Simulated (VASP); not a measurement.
Here is a VASP 6.6.1 calculation.

File INCAR:

```
SYSTEM = Tl
ALGO = Normal
EDIFF = 1E-6
ENCUT = 520
GGA = PE
ISIF = 2
ISMEAR = -1
LASPH = .True.
LCHARG = .True.
LELF = .True.
LREAL = .False.
LVHAR = .True.
LWAVE = .False.
NBANDS = 12
NELM = 80
PREC = Accurate
SIGMA = 0.08
```

File KPOINTS:

```
k-points
0
Gamma
  15 15 15
  0 0 0
```

The input POSCAR:

```
Tl
1.0
   -1.9893391070      1.9893391070      1.9893391070
    1.9893391070     -1.9893391070      1.9893391070
    1.9893391070      1.9893391070     -1.9893391070
Tl
1
Direct
    0.0000000000      0.0000000000      0.0000000000
```

Potentials or basis: VASP PAW PBE potentials, release 64 (Tl_d).

Command:

```console
$ cat potpaw_PBE.64/Tl_d/POTCAR > POTCAR
$ mpirun -np 1 vasp_std > vasp.out
```

Problem. Estimate the pressure.

Solution. -0.1 GPa.
